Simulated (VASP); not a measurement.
# SrAlO4 (P4/mmm) in VASP: a series of runs

SrAlO4 is run at these levels: PBE; tasks: single point, relaxation of cell and atoms.

Program: VASP 6.6.1. These are calculated values, not measurements. Logs are shortened: lines on timing, memory, paths and dates and some standing lists are left out, and cuts for length are marked.

### 1 The cell of the first run

The structure is tetragonal, space group P4/mmm (No. 123). The conventional cell has a = 3.762 Å, b = 3.762 Å, c = 6.249 Å, α = 90.00°, β = 90.00°, γ = 90.00°. Sr (site symmetry 4/mmm) has 16 O at 2.93 to 3.65 Å and 4 Sr at 3.76 Å within 3.9 Å. Al (site symmetry 4/mmm) has 6 O at 1.88 to 1.90 Å within 2.5 Å. O (site symmetry 4mm) has 1 Al at 1.90 Å and 1 O at 2.45 Å within 2.5 Å. Within 2.5 Å of O (site symmetry mmm) lie 2 Al at 1.88 Å.

### 2 Single point, PBE

INCAR reads:

```
ALGO     = Normal         # electronic algorithm
EDIFF    = 1E-6           # SCF threshold, eV
ENCUT    = 520            # plane-wave cutoff, eV
GGA      = PE             # functional
ISIF     = 2              # what is computed and relaxed
ISMEAR   = 0              # smearing method
LASPH    = True           # aspherical terms in the spheres
LCHARG   = False          # write CHGCAR
LREAL    = False          # projectors in reciprocal space
LWAVE    = False          # write WAVECAR
NBANDS   = 28             # bands
NELM     = 80             # most SCF steps
PREC     = Accurate       # precision mode
SIGMA    = 0.1            # smearing width, eV
```

KPOINTS reads:

```
k-points
0
Gamma
  4 4 4
```

POSCAR reads:

```
SrAlO4
1.0
    3.7620000000      0.0000000000      0.0000000000
    0.0000000000      3.7620000000      0.0000000000
    0.0000000000      0.0000000000      6.2494897400
Sr Al O
1 1 4
Direct
    0.5000000000      0.5000000000      0.5000000000
    0.0000000000      0.0000000000      0.0000000000
    0.0000000000      0.0000000000      0.6959751800
    0.5000000000      0.0000000000      0.0000000000
    0.0000000000      0.5000000000      0.0000000000
    0.0000000000      0.0000000000      0.3040248200
```

Potentials or basis: VASP PAW PBE potentials, release 64 (Sr_sv, Al, O).

The run is started by

```
$ cat potpaw_PBE.64/Sr_sv/POTCAR potpaw_PBE.64/Al/POTCAR potpaw_PBE.64/O/POTCAR > POTCAR
$ mpirun -np 1 vasp_std > vasp.out
```

OUTCAR:

```text
EDIFF = 1E-6
   ENCUT = 520
   GGA = PE
   ISIF = 2
   ISMEAR = 0
   LASPH = True
   LREAL = False
   NELM = 80
   PREC = Accurate

 ion  position               nearest neighbor table
   1  0.500  0.500  0.500-   3 2.93   6 2.93   3 2.93   6 2.93   3 2.93   6 2.93   3 2.93   6 2.93
                             2 4.10   2 4.10   2 4.10   2 4.10   2 4.10   2 4.10   2 4.10   2 4.10
   2  0.000  0.000  0.000-   4 1.88   5 1.88   5 1.88   4 1.88   3 1.90   6 1.90   1 4.10   1 4.10
                             1 4.10   1 4.10   1 4.10   1 4.10   1 4.10   1 4.10
   3  0.000  0.000  0.696-   2 1.90   1 2.93   1 2.93   1 2.93   1 2.93
   4  0.500  0.000  0.000-   2 1.88   2 1.88
   5  0.000  0.500  0.000-   2 1.88   2 1.88
   6  0.000  0.000  0.304-   2 1.90   1 2.93   1 2.93   1 2.93   1 2.93

  LATTYP: Found a simple tetragonal cell.
 ALAT       =     3.7620000000
 C/A-ratio  =     1.6612147103

  Lattice vectors:

 A1 = (   3.7620000000,   0.0000000000,   0.0000000000)
 A2 = (   0.0000000000,   3.7620000000,   0.0000000000)
 A3 = (   0.0000000000,   0.0000000000,   6.2494897400)

Analysis of symmetry for initial positions (statically):
=====================================================================
 Subroutine PRICEL returns:
 Original cell was already a primitive cell.

 Routine SETGRP: Setting up the symmetry group for a
 simple tetragonal supercell.

 Subroutine GETGRP returns: Found 16 space group operations
 (whereof 16 operations were pure point group operations)
 out of a pool of 16 trial point group operations.

The static configuration has the point symmetry D_4h.

Analysis of symmetry for dynamics (positions and initial velocities):
=====================================================================
 Subroutine PRICEL returns:
 Original cell was already a primitive cell.

 Routine SETGRP: Setting up the symmetry group for a
 simple tetragonal supercell.

 Subroutine GETGRP returns: Found 16 space group operations
 (whereof 16 operations were pure point group operations)
 out of a pool of 16 trial point group operations.

The dynamic configuration has the point symmetry D_4h.

 Subroutine INISYM returns: Found 16 space group operations
 (whereof 16 operations are pure point group operations),
 and found     1 'primitive' translations

----------------------------------------------------------------------------------------

                                     Primitive cell

  volume of cell :      88.4468

  direct lattice vectors                    reciprocal lattice vectors
     3.762000000  0.000000000  0.000000000     0.265816055  0.000000000  0.000000000
     0.000000000  3.762000000  0.000000000     0.000000000  0.265816055  0.000000000
     0.000000000  0.000000000  6.249489740     0.000000000  0.000000000  0.160013064

  length of vectors
     3.762000000  3.762000000  6.249489740     0.265816055  0.265816055  0.160013064

  position of ions in fractional coordinates (direct lattice)
     0.500000000  0.500000000  0.500000000
     0.000000000  0.000000000  0.000000000
     0.000000000  0.000000000  0.695975180
     0.500000000  0.000000000  0.000000000
     0.000000000  0.500000000  0.000000000
     0.000000000  0.000000000  0.304024820

  ion indices of the primitive-cell ions
   primitive index   ion index
                 1           1
                 2           2
                 3           3
                 4           4
                 5           5
                 6           6

----------------------------------------------------------------------------------------

 KPOINTS: k-points

Automatic generation of k-mesh.
 Grid dimensions read from file:
 generate k-points for:    4    4    4

 Generating k-lattice:

  Cartesian coordinates                     Fractional coordinates (reciprocal lattice)
     0.066454014  0.000000000  0.000000000     0.250000000  0.000000000  0.000000000
     0.000000000  0.066454014  0.000000000     0.000000000  0.250000000  0.000000000
     0.000000000  0.000000000  0.040003266     0.000000000  0.000000000  0.250000000

  Length of vectors
     0.066454014  0.066454014  0.040003266

  Shift w.r.t. Gamma in fractional coordinates (k-lattice)
     0.000000000  0.000000000  0.000000000

 Subroutine IBZKPT returns following result:
 ===========================================

 Found     18 irreducible k-points:

 Following reciprocal coordinates:
            Coordinates               Weight
  0.000000  0.000000  0.000000      1.000000
  0.250000  0.000000  0.000000      4.000000
  0.500000  0.000000  0.000000      2.000000
  0.250000  0.250000  0.000000      4.000000
  0.500000  0.250000  0.000000      4.000000
  0.500000  0.500000  0.000000      1.000000
[... 10 lines left out ...]
  0.500000  0.250000  0.500000      4.000000
  0.500000  0.500000  0.500000      1.000000
   k-points           NKPTS =     18   k-points in BZ     NKDIM =     18   number of bands    NBANDS=     28
   number of dos      NEDOS =    301   number of ions     NIONS =      6
   total plane-waves  NPLWV =  37632
   dimension x,y,z NGX =    28 NGY =   28 NGZ =   48
   dimension x,y,z NGXF=    56 NGYF=   56 NGZF=   96
   ions per type =               1   1   4
   NGX,Y,Z   is equivalent  to a cutoff of  12.37, 12.37, 12.77 a.u.
   NGXF,Y,Z  is equivalent  to a cutoff of  24.75, 24.75, 25.54 a.u.
 SYSTEM =  unknown system
   PREC   = accura    normal or accurate (medium, high low for compatibility)
   ISTART =      0    job   : 0-new  1-cont  2-samecut
   ICHARG =      2    charge: 1-file 2-atom 10-const
   ISPIN  =      1    spin polarized calculation?
   LNONCOLLINEAR =      F non collinear calculations
   LSORBIT =      F    spin-orbit coupling
   LASPH  =      T    aspherical Exc in radial PAW
   ENCUT  =  520.0 eV  38.22 Ry    6.18 a.u.   6.99  6.99 11.62*2*pi/ulx,y,z
   NELM   =     80;   NELMIN=  2; NELMDL= -5     # of ELM steps
   EDIFF  = 0.1E-05   stopping-criterion for ELM
   LREAL  =      F    real-space projection
   EDIFFG = 0.1E-04   stopping-criterion for IOM
   NSW    =      0    number of steps for IOM
   IBRION =     -1    ionic relax: 0-MD 1-quasi-New 2-CG
   NFREE  =      0    steps in history (QN), initial steepest desc. (CG)
   ISIF   =      2    stress and relaxation
   ISYM   =      2    0-nonsym 1-usesym 2-fastsym
   POTIM  = 0.5000    time-step for ionic-motion
   TEBEG  =    0.0;   TEEND  =   0.0 temperature during run
   PSTRESS=    0.0 pullay stress
   NELECT =      37.0000    total number of electrons
   NUPDOWN=      -1.0000    fix difference up-down
   EMIN   =  10.00;   EMAX   =-10.00  energy-range for DOS
   EFERMI =   0.00;   METHOD = LEGACY
   ISMEAR =     0;   SIGMA  =   0.10  broadening in eV -4-tet -1-fermi 0-gaus
   EFERMI_NEDOS =   21; number of points for ismear=-14 and -15
   IALGO  =     38    algorithm
   IMIX   =      4    mixing-type and parameters
     AMIX     =   0.40;   BMIX     =  1.00
     AMIX_MAG =   1.60;   BMIX_MAG =  1.00
  volume/ion in A,a.u.               =      14.74        99.48
  Fermi-wavevector in a.u.,A,eV,Ry     =   1.224376  2.313735 20.396436  1.499096
  Thomas-Fermi vector in A             =   2.359453
   LORBIT       =      0    0 simple, 1 ext, 2 COOP (PROOUT), +10 PAW based schemes
   GGA     = PE    functional components
   LHFCALC =     F    Hartree Fock is set to
   AEXX    =    0.0000 exact exchange contribution
   IVDW    =     0    specifies the selected vdW correction
   LEPSILON=     F    determine dielectric tensor
   LRPA    =     F    only Hartree local field effects (RPA)
 non-spin polarized calculation
 Gauss-broadening in eV      SIGMA  =   0.10
  energy-cutoff  :      520.00
  volume of cell :       88.45
 maximum number of plane-waves:      2400
 NGX is ok and might be reduce to    28
   NGX = 13   NGY = 13   NGZ = 23

 number of electron      36.9999981 magnetization

 Free energy of the ion-electron system (eV)
  ---------------------------------------------------
  ext. energy  EPLUGINS =         0.00000000
  ---------------------------------------------------
  free energy    TOTEN  =       -34.51781606 eV

  energy without entropy =      -34.46638928  energy(sigma->0) =      -34.49210267

 E-fermi :   1.0704     XC(G=0):  -9.4349

 val. band max:        1.0700103399   @ k =   0.2500   0.2500   0.0000
 cond. band min:       1.0764278488   @ k =   0.2500   0.2500   0.5000
 fundamental gap:      0.0064175089
 Fermi energy:         1.0704418514

 k-point     1 :       0.0000    0.0000    0.0000
  band No.  band energies     occupation
      1     -32.8413      2.00000
      2     -16.6175      2.00000
      3     -15.1699      2.00000
      4     -14.7700      2.00000
      5     -14.6641      2.00000
      6     -14.6252      2.00000
[... 20 lines left out ...]
     27      10.6652      0.00000
     28      10.8046      0.00000

 k-point     2 :       0.2500    0.0000    0.0000
  band No.  band energies     occupation
      1     -32.8291      2.00000
      2     -16.4035      2.00000
      3     -15.2130      2.00000
      4     -15.0191      2.00000
      5     -14.9543      2.00000
      6     -14.6054      2.00000
[... 20 lines left out ...]
     27      11.5793      0.00000
     28      11.5925      0.00000

 k-point     3 :       0.5000    0.0000    0.0000
  band No.  band energies     occupation
      1     -32.8169      2.00000
      2     -16.0907      2.00000
      3     -15.4827      2.00000
      4     -15.2472      2.00000
      5     -14.7552      2.00000
      6     -14.5854      2.00000
[... 20 lines left out ...]
     27      11.6427      0.00000
     28      12.0246      0.00000

 k-point     4 :       0.2500    0.2500    0.0000
  band No.  band energies     occupation
      1     -32.8174      2.00000
      2     -16.1932      2.00000
      3     -15.1725      2.00000
      4     -15.1279      2.00000
      5     -14.9061      2.00000
      6     -14.7587      2.00000
[... 20 lines left out ...]
     27      11.5515      0.00000
     28      12.0767      0.00000

 k-point     5 :       0.5000    0.2500    0.0000
  band No.  band energies     occupation
      1     -32.8056      2.00000
      2     -15.8463      2.00000
      3     -15.4605      2.00000
      4     -15.1765      2.00000
      5     -14.7459      2.00000
      6     -14.7338      2.00000
[... 20 lines left out ...]
     27      11.4765      0.00000
     28      11.5609      0.00000

 k-point     6 :       0.5000    0.5000    0.0000
  band No.  band energies     occupation
      1     -32.7943      2.00000
      2     -15.4412      2.00000
      3     -15.4412      2.00000
      4     -15.0228      2.00000
      5     -14.8964      2.00000
      6     -14.8964      2.00000
[... 277 lines left out ...]
      5     -14.7283      2.00000
      6     -14.5853      2.00000
[... 20 lines left out ...]
     27      11.1447      0.00000
     28      11.6703      0.00000

 k-point    16 :       0.2500    0.2500    0.5000
  band No.  band energies     occupation
      1     -32.8174      2.00000
      2     -16.1209      2.00000
      3     -15.3957      2.00000
      4     -15.1169      2.00000
      5     -14.7923      2.00000
      6     -14.7710      2.00000
[... 20 lines left out ...]
     27      10.7867      0.00000
     28      12.8138      0.00000

 k-point    17 :       0.5000    0.2500    0.5000
  band No.  band energies     occupation
      1     -32.8056      2.00000
      2     -15.6620      2.00000
      3     -15.4667      2.00000
      4     -15.4490      2.00000
      5     -14.7525      2.00000
      6     -14.7205      2.00000
[... 20 lines left out ...]
     27      11.4116      0.00000
     28      11.5783      0.00000

 k-point    18 :       0.5000    0.5000    0.5000
  band No.  band energies     occupation
      1     -32.7943      2.00000
      2     -15.4273      2.00000
      3     -15.4273      2.00000
      4     -14.9226      2.00000
      5     -14.9131      2.00000
      6     -14.9131      2.00000
[... 20 lines left out ...]
     27      11.8394      0.00000
     28      11.8437      0.00000

------------------------ aborting loop because EDIFF is reached ----------------------------------------

  FORCE on cell =-STRESS in cart. coord.  units (eV):
  Direction    XX          YY          ZZ          XY          YZ          ZX
  --------------------------------------------------------------------------------------
  -------------------------------------------------------------------------------------
  Total       -5.0145166     -5.0145166     -4.3043596      0.0000000     -0.0000000      0.0000000
  in kB      -90.8358987    -90.8358987    -77.9716976      0.0000000     -0.0000000      0.0000000
  external PRESSURE =     -86.5478316 kB  Pullay stress =       0.0000000 kB

 VOLUME and BASIS-vectors are now :
 -----------------------------------------------------------------------------
  energy-cutoff  :      520.00
  volume of cell :       88.45
      direct lattice vectors                 reciprocal lattice vectors
     3.762000000  0.000000000  0.000000000     0.265816055  0.000000000  0.000000000
     0.000000000  3.762000000  0.000000000     0.000000000  0.265816055  0.000000000
     0.000000000  0.000000000  6.249489740     0.000000000  0.000000000  0.160013064

 POSITION                                       TOTAL-FORCE (eV/Angst)
 -----------------------------------------------------------------------------------
      1.88100      1.88100      3.12474         0.000000      0.000000      0.000000
      0.00000      0.00000      0.00000         0.000000      0.000000      0.000000
      0.00000      0.00000      4.34949        -0.000000      0.000000     -0.200384
      1.88100      0.00000      0.00000         0.000000      0.000000      0.000000
      0.00000      1.88100      0.00000         0.000000      0.000000      0.000000
      0.00000      0.00000      1.90000        -0.000000     -0.000000      0.200384
 -----------------------------------------------------------------------------------
    total drift:                               -0.000000      0.000000     -0.000000

  FREE ENERGIE OF THE ION-ELECTRON SYSTEM (eV)
  ---------------------------------------------------
  free  energy   TOTEN  =       -34.5178160626 eV

  energy  without entropy=      -34.4663892757  energy(sigma->0) =      -34.49210267
```

Run time: 56 s. Hardware: 1 thread of Intel Xeon Platinum 8259CL at 2.50GHz (Skylake/Cascade Lake), shared host; peak memory 0.2 GiB.

What came out:

```
Free energy            : -34.5178 eV
Pressure               : -8.7 GPa
Largest force          : 0.200 eV/Å
Band gap on the k mesh : zero (an odd number of electrons rules out a gap without spin polarisation)
```

Forces on the atoms (eV/Å):
```
Sr   0.000  0.000  0.000
Al   0.000  0.000  0.000
O    0.000  0.000 -0.200
O    0.000  0.000  0.000
O    0.000  0.000  0.000
O    0.000  0.000  0.200
```

Stress tensor (GPa, compression positive):
```
-9.08  0.00  0.00
 0.00 -9.08  0.00
 0.00  0.00 -7.80
```

Caveat: the k points lie up to 0.42 Å⁻¹ apart, too coarse for converged energies and pressures of a metal; an odd number of electrons without spin polarisation forces a metal; a magnetic or distorted state may lie lower.

### 3 Single point, PBE, collinear spin, ferromagnetic start

This run uses another cell than the first one, of 13.06 Å³/atom.

INCAR reads:

```
  ALGO = Normal
  EDIFF = 1E-6
  ENCUT = 520
  GGA = PE
  ISIF = 2
  ISMEAR = 0
  ISPIN = 2
  LASPH = True
  LCHARG = False
  LORBIT = 11
  LREAL = False
  LWAVE = False
  MAGMOM = 0 0 1 1 1 1
  NBANDS = 32
  NELM = 150
  PREC = Accurate
  SIGMA = 0.1
```

KPOINTS is that of step 2.

POSCAR reads:

```
SrAlO4
1.0
    3.6442068659      0.0000000000      0.0000000000
    0.0000000000      3.6442068659      0.0000000000
    0.0000000000      0.0000000000      5.9016070156
Sr Al O
1 1 4
Direct
    0.5000000000      0.5000000000      0.5000000000
    0.0000000000      0.0000000000      0.0000000000
    0.0000000000      0.0000000000      0.6742099999
    0.5000000000      0.0000000000      0.0000000000
    0.0000000000      0.5000000000      0.0000000000
    0.0000000000      0.0000000000      0.3257900001
```

Potentials or basis: VASP PAW PBE potentials, release 64 (Sr_sv, Al, O).

The run is started by

```
$ cat potpaw_PBE.64/Sr_sv/POTCAR potpaw_PBE.64/Al/POTCAR potpaw_PBE.64/O/POTCAR > POTCAR
$ mpirun -np 1 vasp_std > vasp.out
```

It took 2.1 min on 1 thread of Intel Xeon Platinum 8259CL at 2.50GHz (Skylake/Cascade Lake), shared host; peak memory 0.25 GiB.

The run converged. Its results:

* Free energy: -35.3245 eV
* Pressure: 0.0 GPa
* Largest force: 0.009 eV/Å
* Net moment: 2.92 μB per cell
* Site moments: Sr -0.01; Al +0.00; O +0.64, +0.62 (each value once) μB
* Valence electrons inside the program's atomic spheres: Sr 7.91; Al 0.74; O 4.89, 4.97 (each value once)

Forces in eV/Å, atoms in the order of the input:
```
Sr   0.000  0.000  0.000
Al   0.000  0.000  0.000
O    0.000  0.000  0.009
O    0.000  0.000  0.000
O    0.000  0.000  0.000
O    0.000  0.000 -0.009
```

Stress tensor (GPa, compression positive):
```
 0.05  0.00  0.00
 0.00  0.05  0.00
 0.00  0.00 -0.05
```

Levels at points of the mesh, in eV from the Fermi level:
Spin up:
```tsv
k point	band 18	band 19	band 20	band 21	band 22	band 23
(0.00, 0.00, 0.00)	-0.89	-0.89	-0.06	4.14	5.08	6.47
(0.50, 0.00, 0.00)	-1.24	-0.39	-0.36	6.08	6.55	7.01
(0.50, 0.50, 0.00)	-0.53	-0.53	0.01	7.33	7.82	7.90
(0.00, 0.00, 0.50)	-1.05	-0.86	-0.86	4.30	6.03	7.10
(0.50, 0.00, 0.50)	-1.32	-0.82	-0.48	6.04	6.08	7.30
(0.50, 0.50, 0.50)	-0.98	-0.31	0.01	6.50	7.68	7.69
```
Spin down:
```
           k point  band 15  band 16  band 17  band 18  band 19  band 20
(0.00, 0.00, 0.00)    -0.55    -0.55    -0.15     0.32     0.32     1.66
(0.50, 0.00, 0.00)    -1.29    -0.93    -0.75    -0.31     0.84     1.29
(0.50, 0.50, 0.00)    -1.54    -1.33     0.57     0.71     0.71     1.48
(0.00, 0.00, 0.50)    -0.22    -0.08    -0.08     0.31     0.31     0.39
(0.50, 0.00, 0.50)    -0.77    -0.35    -0.32    -0.12     0.12     1.10
(0.50, 0.50, 0.50)    -1.16    -1.16     0.25     0.25     1.34     1.48
```

Caveat: the k points lie up to 0.43 Å⁻¹ apart.

(Continued in part 2 of 2.)
